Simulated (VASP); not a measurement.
# FeO (Fm-3m) in VASP: settings compared, part 2 of 2

VASP 6.6.1. Earlier steps stand in the parts before.

## (3) Single point, LDA

The input, INCAR:

```
SYSTEM = FeO
PREC = Accurate
ENCUT = 600
EDIFF = 1E-6
ISMEAR = -1
SIGMA = 0.1
LREAL = .FALSE.
LASPH = .TRUE.
NELM = 120
ALGO = Normal
ISIF = 2
LWAVE = .FALSE.
LCHARG = .TRUE.
GGA = CA
LELF = .TRUE.
LVHAR = .TRUE.
NBANDS = 14
GGA_COMPAT = .FALSE.
```

The input, KPOINTS:

```
Automatic mesh
0
G
  8 8 8
  0 0 0
```

The input, POSCAR:

```
FeO
1.0
    0.0000000000      1.9822290000      1.9822290000
    1.9822290000      0.0000000000      1.9822290000
    1.9822290000      1.9822290000      0.0000000000
Fe O
1 1
Direct
    0.0000000000      0.0000000000      0.0000000000
    0.5000000000      0.5000000000      0.5000000000
```

Potentials or basis: VASP PAW LDA potentials, release 64 (Fe, O).

The run is started by

```
$ cat potpaw_LDA.64/Fe/POTCAR potpaw_LDA.64/O/POTCAR > POTCAR
$ mpirun -np 1 vasp_std > vasp.out
```

OUTCAR:

```text
SYSTEM = FeO
   PREC = Accurate
   ENCUT = 600
   EDIFF = 1E-6
   ISMEAR = -1
   LREAL = .FALSE.
   LASPH = .TRUE.
   NELM = 120
   ISIF = 2
   GGA = CA

 ion  position               nearest neighbor table
   1  0.000  0.000  0.000-   2 1.98   2 1.98   2 1.98   2 1.98   2 1.98   2 1.98
   2  0.500  0.500  0.500-   1 1.98   1 1.98   1 1.98   1 1.98   1 1.98   1 1.98

  LATTYP: Found a face centered cubic cell.
 ALAT       =     3.9644580000

  Lattice vectors:

 A1 = (   0.0000000000,   1.9822290000,   1.9822290000)
 A2 = (   1.9822290000,   0.0000000000,   1.9822290000)
 A3 = (   1.9822290000,   1.9822290000,   0.0000000000)

Analysis of symmetry for initial positions (statically):
=====================================================================
 Subroutine PRICEL returns:
 Original cell was already a primitive cell.

 Routine SETGRP: Setting up the symmetry group for a
 face centered cubic supercell.

 Subroutine GETGRP returns: Found 48 space group operations
 (whereof 48 operations were pure point group operations)
 out of a pool of 48 trial point group operations.

The static configuration has the point symmetry O_h .

Analysis of symmetry for dynamics (positions and initial velocities):
=====================================================================
 Subroutine PRICEL returns:
 Original cell was already a primitive cell.

 Routine SETGRP: Setting up the symmetry group for a
 face centered cubic supercell.

 Subroutine GETGRP returns: Found 48 space group operations
 (whereof 48 operations were pure point group operations)
 out of a pool of 48 trial point group operations.

The dynamic configuration has the point symmetry O_h .

 Subroutine INISYM returns: Found 48 space group operations
 (whereof 48 operations are pure point group operations),
 and found     1 'primitive' translations

----------------------------------------------------------------------------------------

                                     Primitive cell

  volume of cell :      15.5773

  direct lattice vectors                    reciprocal lattice vectors
     0.000000000  1.982229000  1.982229000    -0.252241290  0.252241290  0.252241290
     1.982229000  0.000000000  1.982229000     0.252241290 -0.252241290  0.252241290
     1.982229000  1.982229000  0.000000000     0.252241290  0.252241290 -0.252241290

  length of vectors
     2.803295136  2.803295136  2.803295136     0.436894730  0.436894730  0.436894730

  position of ions in fractional coordinates (direct lattice)
     0.000000000  0.000000000  0.000000000
     0.500000000  0.500000000  0.500000000

  ion indices of the primitive-cell ions
   primitive index   ion index
                 1           1
                 2           2

----------------------------------------------------------------------------------------

 KPOINTS: Automatic mesh

Automatic generation of k-mesh.
 Grid dimensions read from file:
 generate k-points for:    8    8    8

 Generating k-lattice:

[... 23 lines left out ...]
  0.125000  0.125000  0.000000      6.000000
[... 16 lines left out ...]
  0.500000  0.250000  0.125000     48.000000
 -0.375000  0.250000  0.125000     24.000000
 [... further k-points ...]
   k-points           NKPTS =     29   k-points in BZ     NKDIM =     29   number of bands    NBANDS=     14
   number of dos      NEDOS =    301   number of ions     NIONS =      2
   total plane-waves  NPLWV =  13824
   dimension x,y,z NGX =    24 NGY =   24 NGZ =   24
   dimension x,y,z NGXF=    48 NGYF=   48 NGZF=   48
   ions per type =               1   1
   NGX,Y,Z   is equivalent  to a cutoff of  14.23, 14.23, 14.23 a.u.
   NGXF,Y,Z  is equivalent  to a cutoff of  28.47, 28.47, 28.47 a.u.
 SYSTEM =  FeO
   PREC   = accura    normal or accurate (medium, high low for compatibility)
   ISTART =      0    job   : 0-new  1-cont  2-samecut
   ICHARG =      2    charge: 1-file 2-atom 10-const
   ISPIN  =      1    spin polarized calculation?
   LNONCOLLINEAR =      F non collinear calculations
   LSORBIT =      F    spin-orbit coupling
   LASPH  =      T    aspherical Exc in radial PAW
   ENCUT  =  600.0 eV  44.10 Ry    6.64 a.u.   5.60  5.60  5.60*2*pi/ulx,y,z
   NELM   =    120;   NELMIN=  2; NELMDL= -5     # of ELM steps
   EDIFF  = 0.1E-05   stopping-criterion for ELM
   LREAL  =      F    real-space projection
   EDIFFG = 0.1E-04   stopping-criterion for IOM
   NSW    =      0    number of steps for IOM
   IBRION =     -1    ionic relax: 0-MD 1-quasi-New 2-CG
   NFREE  =      0    steps in history (QN), initial steepest desc. (CG)
   ISIF   =      2    stress and relaxation
   ISYM   =      2    0-nonsym 1-usesym 2-fastsym
   POTIM  = 0.5000    time-step for ionic-motion
   TEBEG  =    0.0;   TEEND  =   0.0 temperature during run
   PSTRESS=    0.0 pullay stress
   NELECT =      14.0000    total number of electrons
   NUPDOWN=      -1.0000    fix difference up-down
   EMIN   =  10.00;   EMAX   =-10.00  energy-range for DOS
   EFERMI =   0.00;   METHOD = LEGACY
   ISMEAR =    -1;   SIGMA  =   0.10  broadening in eV -4-tet -1-fermi 0-gaus
   EFERMI_NEDOS =   21; number of points for ismear=-14 and -15
   IALGO  =     38    algorithm
   IMIX   =      4    mixing-type and parameters
     AMIX     =   0.40;   BMIX     =  1.00
     AMIX_MAG =   1.60;   BMIX_MAG =  1.00
  volume/ion in A,a.u.               =       7.79        52.56
  Fermi-wavevector in a.u.,A,eV,Ry     =   1.579866  2.985515 33.959839  2.495978
  Thomas-Fermi vector in A             =   2.680181
   LORBIT       =      0    0 simple, 1 ext, 2 COOP (PROOUT), +10 PAW based schemes
   GGA     = CA    functional components
   LHFCALC =     F    Hartree Fock is set to
   AEXX    =    0.0000 exact exchange contribution
   IVDW    =     0    specifies the selected vdW correction
   LEPSILON=     F    determine dielectric tensor
   LRPA    =     F    only Hartree local field effects (RPA)
 non-spin polarized calculation
  energy-cutoff  :      600.00
  volume of cell :       15.58
 maximum number of plane-waves:       534
 NGX is ok and might be reduce to    24
   NGX = 11   NGY = 11   NGZ = 11

 number of electron      14.0000007 magnetization

 Free energy of the ion-electron system (eV)
  ---------------------------------------------------
  ext. energy  EPLUGINS =         0.00000000
  ---------------------------------------------------
  free energy    TOTEN  =       -15.98094103 eV

  energy without entropy =      -15.83976317  energy(sigma->0) =      -15.91035210

 E-fermi :   8.5178     XC(G=0): -14.1165

 val. band max:        8.4884196329   @ k =  -0.3750   0.3750   0.0000
 cond. band min:       8.5290723683   @ k =   0.5000   0.3750   0.1250
 fundamental gap:      0.0406527353
 Fermi energy:         8.5178331816

 k-point     1 :       0.0000    0.0000    0.0000
  band No.  band energies     occupation
      1     -14.0970      2.00000
      2       3.7678      2.00000
      3       3.7678      2.00000
      4       3.7678      2.00000
      5       6.4938      2.00000
      6       6.4938      2.00000
      7       6.4938      2.00000
      8       7.0326      2.00000
      9       7.0326      2.00000
     10      11.1071      0.00000
     11      25.3758      0.00000
     12      28.8526      0.00000
     13      28.8527      0.00000
     14      28.8527      0.00000
[... 377 lines left out ...]
      1     -12.1993      2.00000
      2      -1.1287      2.00000
      3       0.6566      2.00000
      4       1.1270      2.00000
      5       7.6121      1.99977
      6       7.8598      1.99723
      7       8.4290      1.41706
      8       9.5926      0.00004
      9      10.2305      0.00000
     10      16.7277      0.00000
     11      19.7960      0.00000
     12      21.3719      0.00000
     13      24.8838      0.00000
     14      32.2001      0.00000

 [... further k-points ...]

------------------------ aborting loop because EDIFF is reached ----------------------------------------

  FORCE on cell =-STRESS in cart. coord.  units (eV):
  Direction    XX          YY          ZZ          XY          YZ          ZX
  --------------------------------------------------------------------------------------
  -------------------------------------------------------------------------------------
  Total        0.7500222      0.7500222      0.7500222     -0.0000000      0.0000000     -0.0000000
  in kB       77.1424146     77.1424146     77.1424146     -0.0000000      0.0000000     -0.0000000
  external PRESSURE =      77.1424146 kB  Pullay stress =       0.0000000 kB

 VOLUME and BASIS-vectors are now :
 -----------------------------------------------------------------------------
  energy-cutoff  :      600.00
  volume of cell :       15.58
      direct lattice vectors                 reciprocal lattice vectors
     0.000000000  1.982229000  1.982229000    -0.252241290  0.252241290  0.252241290
     1.982229000  0.000000000  1.982229000     0.252241290 -0.252241290  0.252241290
     1.982229000  1.982229000  0.000000000     0.252241290  0.252241290 -0.252241290

 POSITION                                       TOTAL-FORCE (eV/Angst)
 -----------------------------------------------------------------------------------
      0.00000      0.00000      0.00000         0.000000      0.000000      0.000000
      1.98223      1.98223      1.98223        -0.000000      0.000000      0.000000
 -----------------------------------------------------------------------------------
    total drift:                                0.000000     -0.000000     -0.000000

  FREE ENERGIE OF THE ION-ELECTRON SYSTEM (eV)
  ---------------------------------------------------
  free  energy   TOTEN  =       -15.9809410261 eV

  energy  without entropy=      -15.8397631677  energy(sigma->0) =      -15.91035210
```

OSZICAR:

```text
N       E                     dE             d eps       ncg     rms          rms(c)
DAV:   1     0.818053909130E+02    0.81805E+02   -0.81252E+03   852   0.149E+03
DAV:   2    -0.134218307020E+02   -0.95227E+02   -0.83704E+02   896   0.280E+02
DAV:   3    -0.180704191156E+02   -0.46486E+01   -0.44828E+01   920   0.683E+01
DAV:   4    -0.181097970515E+02   -0.39378E-01   -0.39344E-01   884   0.600E+00
DAV:   5    -0.181101867232E+02   -0.38967E-03   -0.38967E-03   950   0.644E-01    0.176E+01
DAV:   6    -0.168604992827E+02    0.12497E+01   -0.12500E+01   864   0.648E+01    0.128E+01
DAV:   7    -0.160316305903E+02    0.82887E+00   -0.44234E+00   838   0.424E+01    0.704E+00
DAV:   8    -0.159885563994E+02    0.43074E-01   -0.29806E-01   956   0.969E+00    0.109E+00
DAV:   9    -0.159812826610E+02    0.72737E-02   -0.22523E-02   978   0.296E+00    0.146E-01
DAV:  10    -0.159809452503E+02    0.33741E-03   -0.18658E-03   990   0.801E-01    0.559E-02
DAV:  11    -0.159809519742E+02   -0.67239E-05   -0.13020E-04  1198   0.156E-01    0.272E-02
DAV:  12    -0.159809416068E+02    0.10367E-04   -0.16698E-05  1122   0.754E-02    0.817E-03
DAV:  13    -0.159809410261E+02    0.58072E-06   -0.42864E-06  1038   0.289E-02
   1 F= -.15980941E+02 E0= -.15910352E+02  d E =-.141178E+00
```

stdout:

```text
POSCAR found type information on POSCAR FeO
 POSCAR found :  2 types and       2 ions
 scaLAPACK will be used
 LDA part: xc-table for (Slater(with rela. corr.)+CA(PZ))
 , standard interpolation
 POSCAR, INCAR and KPOINTS ok, starting setup
 FFT: planning ... GRIDC
 FFT: planning ... GRID_SOFT
 FFT: planning ... GRID
 WAVECAR not read
 entering main loop
```

Run time: 13 s. Hardware: 1 thread of Intel Xeon 8259CL, shared host; peak memory 0.13 GiB.

What came out:

```yaml
Free_energy: -15.9809 eV
Pressure: 7.7 GPa
Band_gap_on_the_k_mesh: zero (band 7 reaches 8.58 eV, above the bottom of band 8 at 7.03 eV)
```

Caveat: the run has no spin polarisation, though such a crystal can be magnetic; semilocal functionals often make such compounds metallic where correlation or magnetic order opens a gap, which also shifts bond lengths. With open d or f shells a metallic result of LDA can be an artefact of self-interaction; +U or a hybrid may open a gap.

## (4) Single point, PBE, collinear spin, ferromagnetic start

The input, INCAR:

```
SYSTEM = FeO
PREC = Accurate
ENCUT = 600
EDIFF = 1E-6
ISMEAR = -1
SIGMA = 0.1
LREAL = .FALSE.
LASPH = .TRUE.
NELM = 200
ALGO = Normal
ISIF = 2
LWAVE = .FALSE.
LCHARG = .FALSE.
ISPIN = 2
MAGMOM = -1 -4
LORBIT = 11
LMAXMIX = 4
GGA = PE
NBANDS = 18
GGA_COMPAT = .FALSE.
```

KPOINTS is that of step 3.

POSCAR is that of step 3.

Potentials or basis: VASP PAW PBE potentials, release 64 (Fe, O).

The run is started by

```
$ cat potpaw_PBE.64/Fe/POTCAR potpaw_PBE.64/O/POTCAR > POTCAR
$ mpirun -np 1 vasp_std > vasp.out
```

OUTCAR:

```text
SYSTEM = FeO
   PREC = Accurate
   ENCUT = 600
   EDIFF = 1E-6
   ISMEAR = -1
   LREAL = .FALSE.
   LASPH = .TRUE.
   NELM = 200
   ISIF = 2
   ISPIN = 2
   LORBIT = 11
   GGA = PE

 ion  position               nearest neighbor table
   1  0.000  0.000  0.000-   2 1.98   2 1.98   2 1.98   2 1.98   2 1.98   2 1.98
   2  0.500  0.500  0.500-   1 1.98   1 1.98   1 1.98   1 1.98   1 1.98   1 1.98

  LATTYP: Found a face centered cubic cell.
 ALAT       =     3.9644580000

  Lattice vectors:

 A1 = (   0.0000000000,   1.9822290000,   1.9822290000)
 A2 = (   1.9822290000,   0.0000000000,   1.9822290000)
 A3 = (   1.9822290000,   1.9822290000,   0.0000000000)

Analysis of symmetry for initial positions (statically):
=====================================================================
 Subroutine PRICEL returns:
 Original cell was already a primitive cell.

 Routine SETGRP: Setting up the symmetry group for a
 face centered cubic supercell.

[... 703 lines left out ...]
      5       5.3809      1.00000
      6       5.3809      1.00000
[... 493 lines left out ...]
     17      39.5946      0.00000
     18      41.6964      0.00000

 [... further k-points ...]

------------------------ aborting loop because EDIFF is reached ----------------------------------------

  FORCE on cell =-STRESS in cart. coord.  units (eV):
  Direction    XX          YY          ZZ          XY          YZ          ZX
  --------------------------------------------------------------------------------------
  -------------------------------------------------------------------------------------
  Total        6.1318137      6.1318137      6.1318137      0.0000000     -0.0000000     -0.0000000
  in kB      630.6785518    630.6785518    630.6785518      0.0000000     -0.0000000     -0.0000000
  external PRESSURE =     630.6785518 kB  Pullay stress =       0.0000000 kB

 VOLUME and BASIS-vectors are now :
 -----------------------------------------------------------------------------
  energy-cutoff  :      600.00
  volume of cell :       15.58
      direct lattice vectors                 reciprocal lattice vectors
     0.000000000  1.982229000  1.982229000    -0.252241290  0.252241290  0.252241290
     1.982229000  0.000000000  1.982229000     0.252241290 -0.252241290  0.252241290
     1.982229000  1.982229000  0.000000000     0.252241290  0.252241290 -0.252241290

 POSITION                                       TOTAL-FORCE (eV/Angst)
 -----------------------------------------------------------------------------------
      0.00000      0.00000      0.00000         0.000000     -0.000000      0.000000
      1.98223      1.98223      1.98223         0.000000      0.000000     -0.000000
 -----------------------------------------------------------------------------------
    total drift:                                0.000000     -0.000000     -0.000000

  FREE ENERGIE OF THE ION-ELECTRON SYSTEM (eV)
  ---------------------------------------------------
  free  energy   TOTEN  =       -14.1563232406 eV

  energy  without entropy=      -14.0904192988  energy(sigma->0) =      -14.12337127

 total charge

# of ion       s       p       d       tot
------------------------------------------
    1        0.370   0.559   6.411   7.340
    2        1.564   3.547   0.000   5.111
--------------------------------------------------
tot          1.934   4.105   6.411  12.451

 magnetization (x)

# of ion       s       p       d       tot
------------------------------------------
    1       -0.027  -0.022  -2.834  -2.883
    2       -0.034  -0.143   0.000  -0.178
--------------------------------------------------
tot         -0.061  -0.166  -2.834  -3.061
```

OSZICAR:

```text
N       E                     dE             d eps       ncg     rms          rms(c)
DAV:   1     0.766110672086E+02    0.76611E+02   -0.77792E+03  2336   0.109E+03
DAV:   2    -0.598682048704E+01   -0.82598E+02   -0.72214E+02  2160   0.228E+02
DAV:   3    -0.992809647199E+01   -0.39413E+01   -0.37527E+01  2388   0.508E+01
DAV:   4    -0.995272407891E+01   -0.24628E-01   -0.24604E-01  2512   0.377E+00
DAV:   5    -0.995286222216E+01   -0.13814E-03   -0.13814E-03  2458   0.292E-01    0.283E+01
DAV:   6    -0.140188672368E+02   -0.40660E+01   -0.54185E+00  2686   0.417E+01    0.150E+01
DAV:   7    -0.141256374885E+02   -0.10677E+00   -0.13999E+00  2706   0.219E+01    0.100E+01
DAV:   8    -0.141551155390E+02   -0.29478E-01   -0.16581E-01  2990   0.665E+00    0.658E+00
DAV:   9    -0.141287840537E+02    0.26331E-01   -0.89877E-02  2908   0.564E+00    0.252E+00
DAV:  10    -0.141498397949E+02   -0.21056E-01   -0.16044E-02  2870   0.189E+00    0.135E+00
DAV:  11    -0.141561003209E+02   -0.62605E-02   -0.20472E-02  2838   0.254E+00    0.333E-01
DAV:  12    -0.141563133876E+02   -0.21307E-03   -0.16849E-03  2316   0.351E-01    0.134E-01
DAV:  13    -0.141563167578E+02   -0.33702E-05   -0.27482E-05  2720   0.517E-02    0.419E-02
DAV:  14    -0.141563216705E+02   -0.49127E-05   -0.22384E-06  2458   0.199E-02    0.157E-02
DAV:  15    -0.141563231381E+02   -0.14676E-05   -0.18435E-06  2302   0.268E-02    0.881E-03
DAV:  16    -0.141563232406E+02   -0.10246E-06   -0.39459E-07  1166   0.651E-03
   1 F= -.14156323E+02 E0= -.14123371E+02  d E =-.659039E-01  mag=    -3.1044
```

stdout:

```text
POSCAR found type information on POSCAR FeO
 POSCAR found :  2 types and       2 ions
 scaLAPACK will be used
 LDA part: xc-table for (Slater+PW92), standard interpolation
 POSCAR, INCAR and KPOINTS ok, starting setup
 FFT: planning ... GRIDC
 FFT: planning ... GRID_SOFT
 FFT: planning ... GRID
 WAVECAR not read
 entering main loop
```

Run time: 35 s. Hardware: 1 thread of Intel Xeon 8259CL, shared host; peak memory 0.16 GiB.

Results:

- Free energy: -14.1563 eV
- Pressure: 63.1 GPa
- Net moment: -3.10 μB per cell
- Site moments: Fe -2.88; O -0.18 μB
- Valence electrons inside the program's atomic spheres: Fe 7.34; O 5.11

Caveat: a cell with one magnetic atom can't hold antiferromagnetic order, which such compounds often take; semilocal functionals often make such compounds metallic where correlation or magnetic order opens a gap, which also shifts bond lengths. With open d or f shells a metallic result of PBE can be an artefact of self-interaction; +U or a hybrid may open a gap.

## (5) Overview

| level | potentials or basis | spin | gap on the mesh (eV) | pressure (GPa) |
| --- | --- | --- | --- | --- |
| PBE | VASP PAW PBE potentials, release 64 (Fe, O) | off | none | 30.9 |
| LDA | VASP PAW LDA potentials, release 64 (Fe, O) | off | none | 7.7 |
| PBE | VASP PAW PBE potentials, release 64 (Fe, O) | collinear, ferromagnetic start | none | 63.1 |

Alike in all rows: task single point; cell as given; k mesh 8 × 8 × 8; cutoff (eV) 600; smearing fermi-dirac 0.1 eV.

Caveats: semilocal functionals often make such compounds metallic where correlation or magnetic order opens a gap, which also shifts bond lengths; a cell with one magnetic atom can't hold antiferromagnetic order, which such compounds often take (some runs).

Absolute energies hang on the potentials; compare differences alone.
